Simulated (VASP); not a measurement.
Wanted: the native input for a VASP 6.6.1 run.

* Task: single point
* Functional: PBE
* Dispersion: D3(BJ)
* Potentials or basis: VASP PAW PBE potentials, release 64 (Cs_sv, Ga_d, Se)
* Cutoff: 520 eV
* k mesh: 4 × 4 × 4
* Occupations: gaussian, width 0.02 eV
* Spin: no spin polarisation
* Dipole correction: no
* Further INCAR settings: LREAL = Auto; ALGO = Normal; EDIFF = 1e-07; NBANDS = 89

The structure of Cs2Ga2Se5 lies in POSCAR:

```
Cs2Ga2Se5
1.0
    7.7064188349     -3.6801132215      0.0499002515
    7.7064188349      3.6801132215      0.0499002515
   -7.6116864458      0.0000000000     10.4048488169
Cs Ga Se
4 4 10
Direct
    0.3366066205      0.8941076632      0.0527693389
    0.6633933795      0.1058923368      0.9472306611
    0.1058923368      0.6633933795      0.4472306611
    0.8941076632      0.3366066205      0.5527693389
    0.1341572338      0.5865417018      0.1268821339
    0.8658427662      0.4134582982      0.8731178661
    0.4134582982      0.8658427662      0.3731178661
    0.5865417018      0.1341572338      0.6268821339
    0.1014896059      0.5192091235      0.9090239584
    0.8985103941      0.4807908765      0.0909760416
    0.4807908765      0.8985103941      0.5909760416
    0.5192091235      0.1014896059      0.4090239584
    0.0519480051      0.9480519949      0.2500000000
    0.9480519949      0.0519480051      0.7500000000
    0.4829441868      0.3509928384      0.2378694907
    0.5170558132      0.6490071616      0.7621305093
    0.6490071616      0.5170558132      0.2621305093
    0.3509928384      0.4829441868      0.7378694907
```

The input as run:

INCAR

```
SYSTEM = Cs2Ga2Se5
  ALGO = Normal
  EDIFF = 1E-7
  ENCUT = 520
  GGA = PE
  ISIF = 2
  ISMEAR = 0
  IVDW = 12
  KPAR = 4
  LASPH = .TRUE.
  LCHARG = .FALSE.
  LREAL = Auto
  LWAVE = .FALSE.
  NBANDS = 89
  NELM = 80
  PREC = Accurate
  SIGMA = 0.02
```

KPOINTS

```
k-points
0
G
  4 4 4
  0 0 0
```

Potentials or basis: VASP PAW PBE potentials, release 64 (Cs_sv, Ga_d, Se).

The run is started by

```bash
$ cat potpaw_PBE.64/Cs_sv/POTCAR potpaw_PBE.64/Ga_d/POTCAR potpaw_PBE.64/Se/POTCAR > POTCAR
$ mpirun -np 4 vasp_std > vasp.out
```

It gave:

```
Pressure                   : 0.1 GPa
Largest force              : 0.034 eV/Å
Band gap on the k mesh     : 2.03 eV (least direct gap 2.12 eV)
Dispersion energy per atom : -0.254 eV
```

Caveat: spin-orbit coupling is left out, which moves the levels of the heavy elements.

Wall time 15 min on 4 MPI ranks on Intel(R) Xeon(R) Platinum 8259CL CPU @ 2.50GHz (Skylake/Cascade Lake), with other jobs on the host, peak memory 1.3 GiB a rank.
